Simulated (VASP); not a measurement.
SiO2, 6 atoms in the cell. Symmetry: P4_2/mnm, No. 136, tetragonal system. The conventional cell has a = 4.180 Å, b = 4.180 Å, c = 2.668 Å, α = 90.00°, β = 90.00°, γ = 90.00°. Si (site symmetry mmm) has 6 O at 1.76 to 1.81 Å within 2.3 Å. O (site symmetry m2m) has 3 Si at 1.76 to 1.81 Å and 1 O at 2.29 Å within 2.3 Å. 

- Program: VASP 6.6.1
- Task: single point
- Functional: PBE
- Potentials or basis: VASP PAW PBE potentials, release 64 (Si, O)
- Cutoff: 520 eV
- k mesh: 4 × 4 × 6
- Occupations: gaussian, width 0.1 eV
- Spin: no spin polarisation
- Dipole correction: no
- Further INCAR settings: ALGO = Normal; EDIFF = 1e-06; NBANDS = 25

Potentials or basis: VASP PAW PBE potentials, release 64 (Si, O).

Launch:

```console
$ cat potpaw_PBE.64/Si/POTCAR potpaw_PBE.64/O/POTCAR > POTCAR
$ mpirun -np 1 vasp_std > vasp.out
```

Hardware: 1 thread of AMD EPYC 9R45 96-Core Processor (Zen 5), on a shared host.

Estimate the wall time of this run.

It took 12 s on 1 thread of AMD EPYC 9R45 96-Core Processor (Zen 5), on a shared host, peak memory 0.13 GiB. Counts: scf iterations 13, k points 24.
